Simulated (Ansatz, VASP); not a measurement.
One calculation of SnO, two programs

```
Sn O
1.0
     3.83656    3.83656   -4.75945
    -3.83656    3.83656    4.75945
     3.83656   -3.83656    4.75945
Sn O
8 8
Cartesian
  1.9183 0.0000 1.1588
  1.9183 0.0000 5.9182
  1.9183 3.8366 1.1588
  5.7548 0.0000 1.1588
  0.0000 1.9183 3.6007
  3.8366 -1.9183 3.6007
  3.8366 1.9183 -1.1588
  3.8366 1.9183 3.6007
  0.0000 0.0000 0.0000
  0.0000 0.0000 4.7595
  0.0000 3.8366 0.0000
  3.8366 0.0000 0.0000
  1.9183 1.9183 0.0000
  1.9183 1.9183 4.7595
  -1.9183 1.9183 4.7595
  1.9183 -1.9183 4.7595
```

Alike in both runs: task single point; functional PBE; dispersion D3(BJ); k mesh 5 × 5 × 5; occupations gaussian, width 0.1 eV; no spin polarisation.

```csv
,VASP,Ansatz
version,VASP 6.6.1,Ansatz 0.2.0
potentials or method,"VASP PAW PBE potentials, release 64 (Sn_d, O), cutoff 600 eV","scalar-relativistic, plane waves, PAW"
valence electrons in the cell,160,160
```

VASP gave:

| Property | Result |
| --- | --- |
| pressure (GPa) | 0.1 |
| rms of the force components (eV/Å) | 0.033 |

Q: Which values does Ansatz return?

A: Pressure (GPa): 0.0; rms of the force components (eV/Å): 0.002.

Atom by atom the forces differ by 0.031 eV/Å (rms over components).
